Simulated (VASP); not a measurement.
A run of VASP 6.6.1 is set up as follows.

File INCAR:

```
ALGO = Normal ; EDIFF = 1E-7
EDIFFG = -0.002 ; ENCUT = 600
GGA = PS ; IBRION = 2
ISIF = 3 ; ISMEAR = -1
LASPH = True ; LCHARG = False
LREAL = False ; LWAVE = False
NELM = 80 ; NSW = 100
PREC = Accurate ; PSTRESS = 100.0
SIGMA = 0.1
```

File KPOINTS:

```
k-points
0
Gamma
  16 16 16
```

The input POSCAR:

```
CdS
1.0
    0.0000000000      2.6987645878      2.6987645878
    2.6987645878      0.0000000000      2.6987645878
    2.6987645878      2.6987645878      0.0000000000
Cd S
1 1
Direct
    0.0000000000      0.0000000000      0.0000000000
    0.5000000000      0.5000000000      0.5000000000
```

Potentials or basis: VASP PAW PBE potentials, release 64 (Cd, S).

Command:

```sh
$ cat potpaw_PBE.64/Cd/POTCAR potpaw_PBE.64/S/POTCAR > POTCAR
$ mpirun -np 1 vasp_std > vasp.out
```

(1) What does it give for the relaxed volume?

(2) What does it give for the relaxed cell?

## Answers

(1) 17.98 Å³/atom.

(2) a = 3.705 Å, b = 3.705 Å, c = 3.705 Å, α = 60.00°, β = 60.00°, γ = 60.00°.

Caveat: the cell is relaxed towards a set pressure, so the enthalpy falls and the energy may rise; the PAW data sets were made with another functional, which shifts forces and pressure a little.
